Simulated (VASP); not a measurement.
Input of a VASP 6.6.1 run:

Contents of INCAR:

```
SYSTEM = BN
PREC     = Accurate       ! precision mode
ENCUT    = 600            ! plane-wave cutoff, eV
EDIFF    = 1E-6           ! SCF threshold, eV
ISMEAR   = 0              ! smearing method
SIGMA    = 0.01           ! smearing width, eV
LREAL    = .False.        ! projectors in reciprocal space
LASPH    = .True.         ! aspherical terms in the spheres
NELM     = 120            ! most SCF steps
ALGO     = Normal         ! electronic algorithm
ISIF     = 2              ! what is computed and relaxed
LWAVE    = .False.        ! write WAVECAR
LCHARG   = .True.         ! write CHGCAR
LELF     = .True.         ! ELF
LVHAR    = .True.       
NBANDS   = 11             ! bands
GGA_COMPAT= .False.
```

Contents of KPOINTS:

```
regular mesh
0
Gamma
  8 8 8
  0 0 0
```

The input POSCAR:

```
BN
1.0
    0.0000000000      1.8048245542      1.8048245542
    1.8048245542      0.0000000000      1.8048245542
    1.8048245542      1.8048245542      0.0000000000
B N
1 1
Direct
    0.0000000000      0.0000000000      0.0000000000
    0.2500000000      0.2500000000      0.2500000000
```

Potentials or basis: VASP PAW LDA potentials, release 64 (B, N).

Run with:

```console
$ cat potpaw_LDA.64/B/POTCAR potpaw_LDA.64/N/POTCAR > POTCAR
$ mpirun -np 1 vasp_std > vasp.out
```

Question: Predict the band gap on the k mesh.

Answer: 4.35 eV, indirect (least direct gap 8.70 eV).

Question: What does it give for the pressure?

Answer: -8.7 GPa.

A k mesh can miss the band edges.
